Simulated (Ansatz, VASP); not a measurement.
**YZr2O2: VASP beside Ansatz**

File INCAR:

```
SYSTEM = YZr2O2
ALGO = Normal
EDIFF = 1E-6
ENCUT = 520
GGA = PE
ISIF = 2
ISMEAR = 0
ISPIN = 2
LASPH = .True.
LCHARG = .False.
LMAXMIX = 4
LORBIT = 11
LREAL = .False.
LWAVE = .False.
MAGMOM = 0 1 1 0 0
NBANDS = 36
NELM = 150
PREC = Accurate
SIGMA = 0.1
```

File KPOINTS:

```
k-points
0
Gamma
  6 6 4
  0 0 0
```

Contents of POSCAR:

```
YZr2O2
1.0
    5.4195660545      0.0000000000      0.0000000000
   -2.7097830273      4.6934818807      0.0000000000
    0.0000000000      0.0000000000      6.0766253071
Y Zr O
1 2 2
Direct
    0.6666666667      0.3333333333      0.5000000000
    0.3333333333      0.6666666667      0.6975067480
    0.3333333333      0.6666666667      0.3024932520
    0.6666666667      0.3333333333      0.0000000000
    0.3333333333      0.6666666667      0.0000000000
```

Input for Ansatz:

```yaml
crystal:
  lattice:
    - [5.4195660545, 0.0, 0.0]
    - [-2.7097830273, 4.6934818807, 0.0]
    - [0.0, 0.0, 6.0766253071]
  atoms:
    - { symbol: "Y", position: [0.6666666667, 0.3333333333, 0.5] }
    - { symbol: Zr, position: [0.3333333333, 0.6666666667, 0.697506748], spin: 1.0 }
    - { symbol: Zr, position: [0.3333333333, 0.6666666667, 0.302493252], spin: 1.0 }
    - { symbol: O, position: [0.6666666667, 0.3333333333, 0.0] }
    - { symbol: O, position: [0.3333333333, 0.6666666667, 0.0] }
basis:
  ecutwfc: 420
kpoints:
  mp_grid: { grid: [6, 6, 4] }
hamiltonian:
  xc: pbe
scf:
  occupations: { method: gaussian, width: 0.1 }
  lower_state_search: "off"
output:
  forces: true
  stress: true
  eigenvalues: true
  populations: true
magnetization:
  spin_polarized: true
```

Alike in both runs: task single point; functional PBE; k mesh 6 × 6 × 4; occupations gaussian, width 0.1 eV; collinear spin.

```csv
,VASP,Ansatz
version,VASP 6.6.1,Ansatz 0.2.0
potentials or method,"VASP PAW PBE potentials, release 64 (Y_sv, Zr_sv, O), cutoff 520 eV","scalar-relativistic, plane waves, PAW"
valence electrons in the cell,47,47
```

```csv
,VASP,Ansatz,Ansatz less VASP
gap on the k mesh at the Fermi level (eV),none,none,-
pressure (GPa),0.2,0.1,-0.12
"traceless stress, the component that is largest in VASP (GPa)",0.28,-0.09,-0.367
rms of the force components (eV/Å),0.028,0.001,-0.0264
net moment per atom (μB),0.00,0.00,0.000
```

Atom by atom the forces differ by 0.026 eV/Å (rms over components). A gap of «none» marks a metal or a gap that the smearing closes. Ansatz's warnings: seeded moment not kept.
